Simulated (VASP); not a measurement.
Write the native input for VASP 6.6.1 that does the following.

* Task: single point
* Functional: PBEsol
* Potentials or basis: VASP PAW PBE potentials, release 64 (Fe)
* Cutoff: 520 eV
* k mesh: 26 × 26 × 26
* Occupations: fermi-dirac, width 0.05 eV
* Spin: collinear spin, ferromagnetic start
* Starting moments: [2.132] μB
* Dipole correction: no
* Further INCAR settings: ALGO = Normal; EDIFF = 1e-07; NBANDS = 14

The structure of Fe lies in POSCAR:

```
Fe
1.0
   -1.4302709412      1.4302709412      1.4302709412
    1.4302709412     -1.4302709412      1.4302709412
    1.4302709412      1.4302709412     -1.4302709412
Fe
1
Direct
    0.0000000000      0.0000000000      0.0000000000
```

These files were run (other wordings do the same):

INCAR

```
SYSTEM = Fe
ALGO     = Normal         ! electronic algorithm
EDIFF    = 1E-7           ! SCF threshold, eV
ENCUT    = 520            ! plane-wave cutoff, eV
GGA      = PS             ! functional
ISIF     = 2              ! what is computed and relaxed
ISMEAR   = -1             ! smearing method
ISPIN    = 2              ! spin polarisation
LASPH    = .True.         ! aspherical terms in the spheres
LCHARG   = .False.        ! write CHGCAR
LMAXMIX  = 4              ! l up to which the mixer works
LORBIT   = 11             ! projections on sites
LREAL    = .False.        ! projectors in reciprocal space
LWAVE    = .False.        ! write WAVECAR
MAGMOM   = 2.132          ! initial moments
NBANDS   = 14             ! bands
NELM     = 150            ! most SCF steps
PREC     = Accurate       ! precision mode
SIGMA    = 0.05           ! smearing width, eV
```

KPOINTS

```
k-points
0
Gamma
  26 26 26
  0 0 0
```

Potentials or basis: VASP PAW PBE potentials, release 64 (Fe).

The run is started by

```console
$ cat potpaw_PBE.64/Fe/POTCAR > POTCAR
$ mpirun -np 1 vasp_std > vasp.out
```

Results of the run:

| Item | Value |
| --- | --- |
| Pressure | -14.3 GPa |
| Net moment | 2.23 μB per cell |
| Site moments | Fe +2.23 μB |
| Valence electrons inside the program's atomic spheres | Fe 7.21 |

Caveat: the cell stands under tension; the PAW data sets were made with another functional, which shifts forces and pressure a little.

It took 85 s on 1 thread of Intel(R) Xeon(R) Platinum 8488C (Sapphire Rapids) (shared host), peak memory 0.23 GiB.
